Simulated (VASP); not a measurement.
# Si2Ni (I4/mmm) in VASP: a series of runs

The runs below take Si2Ni through single point, with PBEsol.

Everything below comes from runs of VASP 6.6.1. Logs are shortened: lines on timing, memory, paths and dates and some standing lists are left out, and cuts for length are marked.

### 1 The cell of the first run

It takes space group I4/mmm (No. 139, tetragonal). Conventional cell: a = 4.279 Å, b = 4.279 Å, c = 4.279 Å, α = 90.00°, β = 90.00°, γ = 90.00°. Si (site symmetry -4m2) has 2 Si at 2.14 Å and 4 Ni at 2.39 Å within 2.8 Å. Ni (site symmetry 4/mmm) has 8 Si at 2.39 Å within 3.2 Å.

### 2 Single point, PBEsol

File INCAR:

```
PREC = Accurate ; ENCUT = 520
EDIFF = 1E-6 ; ISMEAR = 0
SIGMA = 0.15 ; LREAL = F
LASPH = T ; NELM = 80
ALGO = Normal ; ISIF = 2
LWAVE = F ; LCHARG = F
GGA = PS ; NBANDS = 16
```

File KPOINTS:

```
Automatic mesh
0
Gamma
  18 18 18
```

File POSCAR:

```
Si2Ni
1.0
    0.0000000000      3.0259787197      2.1393669548
    3.0259787197      0.0000000000      2.1393669548
    3.0259787197      3.0259787197      0.0000000000
Si Ni
2 1
Direct
    0.2500000000      0.2500000000      0.2500000000
    0.7500000000      0.7500000000      0.7500000000
    0.0000000000      0.0000000000      0.0000000000
```

Potentials or basis: VASP PAW PBE potentials, release 64 (Si, Ni).

Command:

```console
> cat potpaw_PBE.64/Si/POTCAR potpaw_PBE.64/Ni/POTCAR > POTCAR
> mpirun -np 1 vasp_std > vasp.out
```

OUTCAR:

```text
PREC = Accurate
   ENCUT = 520
   EDIFF = 1E-6
   ISMEAR = 0
   LREAL = F
   LASPH = T
   NELM = 80
   ISIF = 2
   GGA = PS

 ion  position               nearest neighbor table
   1  0.250  0.250  0.250-   2 2.14   2 2.14   3 2.39   3 2.39   3 2.39   3 2.39   2 3.03   2 3.03
                             2 3.03   2 3.03
   2  0.750  0.750  0.750-   1 2.14   1 2.14   3 2.39   3 2.39   3 2.39   3 2.39   1 3.03   1 3.03
                             1 3.03   1 3.03
   3  0.000  0.000  0.000-   2 2.39   2 2.39   1 2.39   2 2.39   1 2.39   1 2.39   2 2.39   1 2.39

  LATTYP: Found a body centered tetragonal cell.
 ALAT       =     4.2793801449
 C/A-ratio  =     0.9998489886

  Lattice vectors:

 A1 = (   0.0000000000,  -3.0259787197,  -2.1393669548)
 A2 = (   0.0000000000,   3.0259787197,  -2.1393669548)
 A3 = (   3.0259787197,   0.0000000000,   2.1393669548)

Analysis of symmetry for initial positions (statically):
=====================================================================
 Subroutine PRICEL returns:
 Original cell was already a primitive cell.

 Routine SETGRP: Setting up the symmetry group for a
 body centered tetragonal supercell.

 Subroutine GETGRP returns: Found 16 space group operations
 (whereof 16 operations were pure point group operations)
 out of a pool of 16 trial point group operations.

The static configuration has the point symmetry D_4h.

Analysis of symmetry for dynamics (positions and initial velocities):
=====================================================================
 Subroutine PRICEL returns:
 Original cell was already a primitive cell.

 Routine SETGRP: Setting up the symmetry group for a
 body centered tetragonal supercell.

 Subroutine GETGRP returns: Found 16 space group operations
 (whereof 16 operations were pure point group operations)
 out of a pool of 16 trial point group operations.

The dynamic configuration has the point symmetry D_4h.

 Subroutine INISYM returns: Found 16 space group operations
 (whereof 16 operations are pure point group operations),
 and found     1 'primitive' translations

----------------------------------------------------------------------------------------

                                     Primitive cell

  volume of cell :      39.1784

  direct lattice vectors                    reciprocal lattice vectors
     0.000000000  3.025978720  2.139366955    -0.165235795  0.165235795  0.233713996
     3.025978720  0.000000000  2.139366955     0.165235795 -0.165235795  0.233713996
     3.025978720  3.025978720  0.000000000     0.165235795  0.165235795 -0.233713996

  length of vectors
     3.705865375  3.705865375  4.279380145     0.330496548  0.330496548  0.330496548

  position of ions in fractional coordinates (direct lattice)
     0.250000000  0.250000000  0.250000000
     0.750000000  0.750000000  0.750000000
     0.000000000  0.000000000  0.000000000

  ion indices of the primitive-cell ions
   primitive index   ion index
                 1           1
                 2           2
                 3           3

----------------------------------------------------------------------------------------

 KPOINTS: Automatic mesh

Automatic generation of k-mesh.
 Grid dimensions read from file:
 generate k-points for:   18   18   18

 Generating k-lattice:

  Cartesian coordinates                     Fractional coordinates (reciprocal lattice)
    -0.009179766  0.009179766  0.012984111     0.055555556  0.000000000  0.000000000
     0.009179766 -0.009179766  0.012984111     0.000000000  0.055555556  0.000000000
     0.009179766  0.009179766 -0.012984111    -0.000000000 -0.000000000  0.055555556

  Length of vectors
     0.018360919  0.018360919  0.018360919

  Shift w.r.t. Gamma in fractional coordinates (k-lattice)
     0.000000000  0.000000000  0.000000000

 Subroutine IBZKPT returns following result:
 ===========================================

 Found    480 irreducible k-points:

 Following reciprocal coordinates:
            Coordinates               Weight
  0.000000  0.000000  0.000000      1.000000
  0.055556 -0.000000  0.000000      8.000000
  0.111111 -0.000000  0.000000      8.000000
  0.166667 -0.000000  0.000000      8.000000
  0.222222 -0.000000  0.000000      8.000000
  0.277778  0.000000  0.000000      8.000000
[... 16 lines left out ...]
 -0.277778  0.055556  0.000000      8.000000
 -0.222222  0.055556  0.000000      8.000000
 [... further k-points ...]
   k-points           NKPTS =    480   k-points in BZ     NKDIM =    480   number of bands    NBANDS=     16
   number of dos      NEDOS =    301   number of ions     NIONS =      3
   total plane-waves  NPLWV =  25088
   dimension x,y,z NGX =    28 NGY =   28 NGZ =   32
   dimension x,y,z NGXF=    56 NGYF=   56 NGZF=   64
   ions per type =               2   1
   NGX,Y,Z   is equivalent  to a cutoff of  12.56, 12.56, 12.43 a.u.
   NGXF,Y,Z  is equivalent  to a cutoff of  25.12, 25.12, 24.86 a.u.
 SYSTEM =  unknown system
   PREC   = accura    normal or accurate (medium, high low for compatibility)
   ISTART =      0    job   : 0-new  1-cont  2-samecut
   ICHARG =      2    charge: 1-file 2-atom 10-const
   ISPIN  =      1    spin polarized calculation?
   LNONCOLLINEAR =      F non collinear calculations
   LSORBIT =      F    spin-orbit coupling
   LASPH  =      T    aspherical Exc in radial PAW
   ENCUT  =  520.0 eV  38.22 Ry    6.18 a.u.   6.89  6.89  7.96*2*pi/ulx,y,z
   NELM   =     80;   NELMIN=  2; NELMDL= -5     # of ELM steps
   EDIFF  = 0.1E-05   stopping-criterion for ELM
   LREAL  =      F    real-space projection
   EDIFFG = 0.1E-04   stopping-criterion for IOM
   NSW    =      0    number of steps for IOM
   IBRION =     -1    ionic relax: 0-MD 1-quasi-New 2-CG
   NFREE  =      0    steps in history (QN), initial steepest desc. (CG)
   ISIF   =      2    stress and relaxation
   ISYM   =      2    0-nonsym 1-usesym 2-fastsym
   POTIM  = 0.5000    time-step for ionic-motion
   TEBEG  =    0.0;   TEEND  =   0.0 temperature during run
   PSTRESS=    0.0 pullay stress
   NELECT =      18.0000    total number of electrons
   NUPDOWN=      -1.0000    fix difference up-down
   EMIN   =  10.00;   EMAX   =-10.00  energy-range for DOS
   EFERMI =   0.00;   METHOD = LEGACY
   ISMEAR =     0;   SIGMA  =   0.15  broadening in eV -4-tet -1-fermi 0-gaus
   EFERMI_NEDOS =   21; number of points for ismear=-14 and -15
   IALGO  =     38    algorithm
   IMIX   =      4    mixing-type and parameters
     AMIX     =   0.40;   BMIX     =  1.00
     AMIX_MAG =   1.60;   BMIX_MAG =  1.00
  volume/ion in A,a.u.               =      13.06        88.13
  Fermi-wavevector in a.u.,A,eV,Ry     =   1.263233  2.387163 21.711587  1.595757
  Thomas-Fermi vector in A             =   2.396600
   LORBIT       =      0    0 simple, 1 ext, 2 COOP (PROOUT), +10 PAW based schemes
   GGA     = PS    functional components
   LHFCALC =     F    Hartree Fock is set to
   AEXX    =    0.0000 exact exchange contribution
   IVDW    =     0    specifies the selected vdW correction
   LEPSILON=     F    determine dielectric tensor
   LRPA    =     F    only Hartree local field effects (RPA)
 non-spin polarized calculation
 Gauss-broadening in eV      SIGMA  =   0.15
  energy-cutoff  :      520.00
  volume of cell :       39.18
 maximum number of plane-waves:      1074
   NGX = 13   NGY = 13   NGZ = 15

 number of electron      18.0000003 magnetization

 Free energy of the ion-electron system (eV)
  ---------------------------------------------------
  ext. energy  EPLUGINS =         0.00000000
  ---------------------------------------------------
  free energy    TOTEN  =       -17.62282002 eV

  energy without entropy =      -17.61394555  energy(sigma->0) =      -17.61838278

 E-fermi :   9.8040     XC(G=0): -11.7329

 val. band max:        9.8039528533   @ k =   0.4444   0.2778   0.1667
 cond. band min:       9.8096259482   @ k =  -0.3333   0.2778   0.1111
 fundamental gap:      0.0056730949
 Fermi energy:         9.8039610941

 k-point     1 :       0.0000    0.0000    0.0000
  band No.  band energies     occupation
      1      -3.8844      2.00000
      2       4.5972      2.00000
      3       6.0927      2.00000
      4       6.0927      2.00000
      5       6.5425      2.00000
      6       7.4025      2.00000
[... 8 lines left out ...]
     15      14.4553      0.00000
     16      15.1466      0.00000

 k-point     2 :       0.0556   -0.0000    0.0000
  band No.  band energies     occupation
      1      -3.8373      2.00000
      2       4.5370      2.00000
      3       6.0616      2.00000
      4       6.0875      2.00000
      5       6.5324      2.00000
      6       7.3956      2.00000
[... 8 lines left out ...]
     15      14.6264      0.00000
     16      15.3673      0.00000

 k-point     3 :       0.1111   -0.0000    0.0000
  band No.  band energies     occupation
      1      -3.6963      2.00000
      2       4.3382      2.00000
      3       5.9947      2.00000
      4       6.0626      2.00000
      5       6.5167      2.00000
      6       7.3782      2.00000
[... 8 lines left out ...]
     15      15.1693      0.00000
     16      15.8894      0.00000

 k-point     4 :       0.1667   -0.0000    0.0000
  band No.  band energies     occupation
      1      -3.4627      2.00000
      2       3.9711      2.00000
      3       5.9404      2.00000
      4       5.9996      2.00000
      5       6.5286      2.00000
      6       7.3568      2.00000
[... 8 lines left out ...]
     15      16.1074      0.00000
     16      16.5896      0.00000
[... 324 lines left out ...]
 k-point    22 :      -0.3333    0.0556    0.0000
  band No.  band energies     occupation
      1      -2.2212      2.00000
      2       2.2295      2.00000
      3       5.6612      2.00000
      4       5.7299      2.00000
      5       6.7881      2.00000
      6       6.8646      2.00000
[... 8 lines left out ...]
     15      18.7570      0.00000
     16      19.0887      0.00000

 k-point    23 :      -0.2778    0.0556    0.0000
  band No.  band energies     occupation
      1      -2.7055      2.00000
      2       3.0050      2.00000
      3       5.7968      2.00000
      4       5.8447      2.00000
      5       6.6241      2.00000
      6       6.9331      2.00000
[... 8 lines left out ...]
     15      17.6368      0.00000
     16      18.2990      0.00000

 k-point    24 :      -0.2222    0.0556    0.0000
  band No.  band energies     occupation
      1      -3.1094      2.00000
      2       3.6899      2.00000
      3       5.8767      2.00000
      4       5.9443      2.00000
      5       6.4956      2.00000
      6       7.1860      2.00000
[... 8 lines left out ...]
     15      17.1181      0.00000
     16      17.7106      0.00000

 [... further k-points ...]
[... 5 lines left out ...]
  --------------------------------------------------------------------------------------
  -------------------------------------------------------------------------------------
  Total       -3.0088229     -3.0088229     14.4765552      0.0000000     -0.0000000     -0.0000000
  in kB     -123.0439288   -123.0439288    592.0096613      0.0000000     -0.0000000     -0.0000000
  external PRESSURE =     115.3072679 kB  Pullay stress =       0.0000000 kB

 VOLUME and BASIS-vectors are now :
 -----------------------------------------------------------------------------
  energy-cutoff  :      520.00
  volume of cell :       39.18
      direct lattice vectors                 reciprocal lattice vectors
     0.000000000  3.025978720  2.139366955    -0.165235795  0.165235795  0.233713996
     3.025978720  0.000000000  2.139366955     0.165235795 -0.165235795  0.233713996
     3.025978720  3.025978720  0.000000000     0.165235795  0.165235795 -0.233713996

 POSITION                                       TOTAL-FORCE (eV/Angst)
 -----------------------------------------------------------------------------------
      1.51299      1.51299      1.06968        -0.000000     -0.000000     -0.000000
      4.53897      4.53897      3.20905         0.000000      0.000000      0.000000
      0.00000      0.00000      0.00000         0.000000     -0.000000      0.000000
 -----------------------------------------------------------------------------------
    total drift:                               -0.000000      0.000000      0.000000

  FREE ENERGIE OF THE ION-ELECTRON SYSTEM (eV)
  ---------------------------------------------------
  free  energy   TOTEN  =       -17.6228200162 eV

  energy  without entropy=      -17.6139455479  energy(sigma->0) =      -17.61838278
```

Wall time 2.7 min (1 thread of AMD EPYC 9R45 (Zen 5), shared host); peak memory 0.37 GiB.

What came out:

| Quantity | Value |
| --- | --- |
| Free energy | -17.6228 eV |
| Pressure | 11.5 GPa |
| Band gap on the k mesh | zero (band 9 reaches 11.18 eV, above the bottom of band 10 at 8.68 eV) |

Stress tensor (GPa, compression positive):
```
-12.30   0.00   0.00
  0.00 -12.30   0.00
  0.00   0.00  59.20
```

Caveat: the PAW data sets were made with another functional, which shifts forces and pressure a little.

### 3 Single point, PBEsol

This run uses another cell than the first one, of the same volume but with other edges.

File INCAR:

```
PREC = Accurate
ENCUT = 520
EDIFF = 1E-6
ISMEAR = 0
SIGMA = 0.15
LREAL = False
LASPH = True
NELM = 100
ALGO = Normal
ISIF = 2
LWAVE = False
LCHARG = True
GGA = PS
LELF = True
LVHAR = True
NBANDS = 16
```

KPOINTS is that of step 2.

File POSCAR:

```
Si2Ni
1.0
    0.0000000000      2.4017209015      3.3960333547
    2.4017209015      0.0000000000      3.3960333547
    2.4017209015      2.4017209015      0.0000000000
Si Ni
2 1
Direct
    0.2500000000      0.2500000000      0.2500000000
    0.7500000000      0.7500000000      0.7500000000
    0.0000000000      0.0000000000      0.0000000000
```

Potentials or basis: VASP PAW PBE potentials, release 64 (Si, Ni).

Command:

```console
> cat potpaw_PBE.64/Si/POTCAR potpaw_PBE.64/Ni/POTCAR > POTCAR
> mpirun -np 1 vasp_std > vasp.out
```

Wall time 3.5 min (1 thread of AMD EPYC 9R45 (Zen 5), shared host); peak memory 0.38 GiB.

Results (log left out):

```yaml
Free_energy: -18.1933 eV
Pressure: 5.7 GPa
Band_gap_on_the_k_mesh: zero (band 9 reaches 11.19 eV, above the bottom of band 10 at 9.35 eV)
```

Stress tensor (GPa, compression positive):
```
 15.66   0.00   0.00
  0.00  15.66   0.00
  0.00   0.00 -14.14
```

Levels at points of the mesh, in eV from the Fermi level:
| k point | band 7 | band 8 | band 9 | band 10 | band 11 | band 12 |
| --- | --- | --- | --- | --- | --- | --- |
| (0.00, 0.00, 0.00) | -2.15 | 0.73 | 0.73 | 1.10 | 1.76 | 2.92 |
| (0.50, 0.00, 0.00) | -2.66 | -2.15 | 0.16 | 0.16 | 2.21 | 3.50 |
| (0.50, 0.50, 0.00) | -2.95 | -2.95 | -2.27 | 1.78 | 2.36 | 7.06 |
| (0.50, 0.00, 0.50) | -2.92 | -2.27 | -1.87 | -0.75 | 1.39 | 4.89 |

Caveat: the PAW data sets were made with another functional, which shifts forces and pressure a little. Spin polarisation is off, so any magnetic state and its effect on volume and gap are missing.

### 4 Single point, PBEsol

This run uses another cell than the first one, of the same volume but with other edges.

File INCAR:

```
  PREC = Accurate
  ENCUT = 520
  EDIFF = 1E-6
  ISMEAR = 0
  SIGMA = 0.15
  LREAL = F
  LASPH = T
  NELM = 60
  ALGO = Normal
  ISIF = 2
  LWAVE = F
  LCHARG = F
  GGA = PS
  NBANDS = 16
```

File KPOINTS:

```
regular mesh
0
Gamma
  18 18 18
```

File POSCAR:

```
Si2Ni
1.0
    0.0000000000      2.8457671745      2.4189020983
    2.8457671745      0.0000000000      2.4189020983
    2.8457671745      2.8457671745      0.0000000000
Si Ni
2 1
Direct
    0.2500000000      0.2500000000      0.2500000000
    0.7500000000      0.7500000000      0.7500000000
    0.0000000000      0.0000000000      0.0000000000
```

Command:

```console
> cat potpaw_PBE.64/Si/POTCAR potpaw_PBE.64/Ni/POTCAR > POTCAR
> mpirun -np 1 vasp_std > vasp.out
```

Wall time 3 min (1 thread of AMD EPYC 9R45 (Zen 5), shared host); peak memory 0.37 GiB.

The run converged. Its results:

```
Free energy            : -18.8272 eV
Pressure               : 0.6 GPa
Band gap on the k mesh : zero (band 9 reaches 12.01 eV, above the bottom of band 10 at 9.36 eV)
```

Stress tensor (GPa, compression positive):
```
-4.64  0.00  0.00
 0.00 -4.64  0.00
 0.00  0.00 10.98
```

Levels at points of the mesh, in eV from the Fermi level:
```csv
k point,band 5,band 6,band 7,band 8,band 9,band 10,band 11,band 12,band 13,band 14
"(0.00, 0.00, 0.00)",-3.56,-3.12,0.19,0.57,1.74,1.74,2.66,2.66,3.40,3.40
"(0.50, 0.00, 0.00)",-3.56,-3.07,-3.05,-1.87,-1.15,1.22,1.70,2.71,3.98,8.15
"(0.50, 0.50, 0.00)",-5.03,-3.34,-3.34,-2.97,-2.95,-0.90,0.86,8.25,8.25,8.37
"(0.50, 0.00, 0.50)",-3.79,-3.49,-3.22,-3.04,-2.80,0.20,1.94,6.32,7.13,9.06
```

Caveat: the PAW data sets were made with another functional, which shifts forces and pressure a little. Spin polarisation is off, so any magnetic state and its effect on volume and gap are missing.

### 5 Single point, PBEsol

This run uses another cell than the first one, of the same volume but with other edges.

File INCAR:

```
PREC = Accurate
ENCUT = 520
EDIFF = 1E-6
ISMEAR = 0
SIGMA = 0.15
LREAL = F
LASPH = T
NELM = 60
ALGO = Normal
ISIF = 2
LWAVE = F
LCHARG = F
GGA = PS
NBANDS = 16
```

KPOINTS is that of step 4.

File POSCAR:

```
Si2Ni
1.0
    0.0000000000      2.5367553916      3.0441064699
    2.5367553916      0.0000000000      3.0441064699
    2.5367553916      2.5367553916      0.0000000000
Si Ni
2 1
Direct
    0.2500000000      0.2500000000      0.2500000000
    0.7500000000      0.7500000000      0.7500000000
    0.0000000000      0.0000000000      0.0000000000
```

Command:

```console
> cat potpaw_PBE.64/Si/POTCAR potpaw_PBE.64/Ni/POTCAR > POTCAR
> mpirun -np 1 vasp_std > vasp.out
```

Run time: 3.3 min. Hardware: 1 thread of AMD EPYC 9R45 (Zen 5), shared host; peak memory 0.37 GiB.

Results (log left out):

```yaml
Free_energy: -18.7897 eV
Pressure: 1.2 GPa
Band_gap_on_the_k_mesh: zero (band 9 reaches 11.76 eV, above the bottom of band 10 at 9.67 eV)
```

Stress tensor (GPa, compression positive):
```
 6.06  0.00  0.00
 0.00  6.06  0.00
 0.00  0.00 -8.59
```

Levels at points of the mesh, in eV from the Fermi level:
| k point | band 7 | band 8 | band 9 | band 10 | band 11 | band 12 |
| --- | --- | --- | --- | --- | --- | --- |
| (0.00, 0.00, 0.00) | 0.21 | 0.23 | 1.14 | 1.14 | 2.35 | 3.16 |
| (0.50, 0.00, 0.00) | -2.87 | -2.22 | -0.62 | 0.91 | 2.10 | 2.48 |
| (0.50, 0.50, 0.00) | -3.53 | -3.53 | -2.80 | 0.67 | 2.03 | 7.82 |
| (0.50, 0.00, 0.50) | -3.37 | -3.00 | -2.62 | -0.63 | 1.27 | 6.06 |

Caveat: the PAW data sets were made with another functional, which shifts forces and pressure a little. Spin polarisation is off, so any magnetic state and its effect on volume and gap are missing.

### 6 The runs side by side

```csv
cell,gap on the mesh (eV),pressure (GPa)
"a = 3.706, b = 3.706, c = 4.279 Å, angles 54.7, 54.7, 70.5°, 3 atoms",none,11.5
"a = 4.159, b = 4.159, c = 3.397 Å, angles 65.9, 65.9, 48.2°, 3 atoms",none,5.7
"a = 3.735, b = 3.735, c = 4.025 Å, angles 57.4, 57.4, 65.2°, 3 atoms",none,0.6
"a = 3.963, b = 3.963, c = 3.588 Å, angles 63.1, 63.1, 53.8°, 3 atoms",none,1.2
```

Alike in all rows: task single point; level PBEsol; potentials or basis VASP PAW PBE potentials, release 64 (Si, Ni); no spin polarisation; k mesh 18 × 18 × 18; cutoff (eV) 520; smearing gaussian 0.15 eV.

Caveats: the PAW data sets were made with another functional, which shifts forces and pressure a little.

Total energies depend on the potentials used, so only differences within one code and one set of settings carry meaning.
